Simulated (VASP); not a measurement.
Here is a VASP 6.6.1 calculation.

INCAR

```
SYSTEM = ReP
  ALGO = Normal
  EDIFF = 1E-6
  ENCUT = 560
  GGA = PS
  GGA_COMPAT = .FALSE.
  ISIF = 2
  ISMEAR = 0
  LASPH = .TRUE.
  LCHARG = .FALSE.
  LREAL = .FALSE.
  LWAVE = .FALSE.
  NBANDS = 17
  NELM = 120
  PREC = Accurate
  SIGMA = 0.05
```

The input KPOINTS:

```
k-points
0
G
  12 12 12
  0 0 0
```

File POSCAR:

```
ReP
1.0
    0.0000000000      2.6120210935      2.6120210935
    2.6120210935      0.0000000000      2.6120210935
    2.6120210935      2.6120210935      0.0000000000
Re P
1 1
Direct
    0.0000000000      0.0000000000      0.0000000000
    0.2500000000      0.2500000000      0.2500000000
```

Potentials or basis: VASP PAW PBE potentials, release 64 (Re_sv_GW, P).

The run is started by

```console
$ cat potpaw_PBE.64/Re_sv_GW/POTCAR potpaw_PBE.64/P/POTCAR > POTCAR
$ mpirun -np 1 vasp_std > vasp.out
```

(1) Estimate the pressure.

(2) Estimate the band gap on the k mesh.

Answers

(1) 3.1 GPa.

(2) zero (bands 10 and 11 overlap by 0.44 eV).

Caveat: the cell stands under pressure; the PAW data sets were made with another functional, which shifts forces and pressure a little; spin-orbit coupling is left out, which moves the levels of the heavy elements.
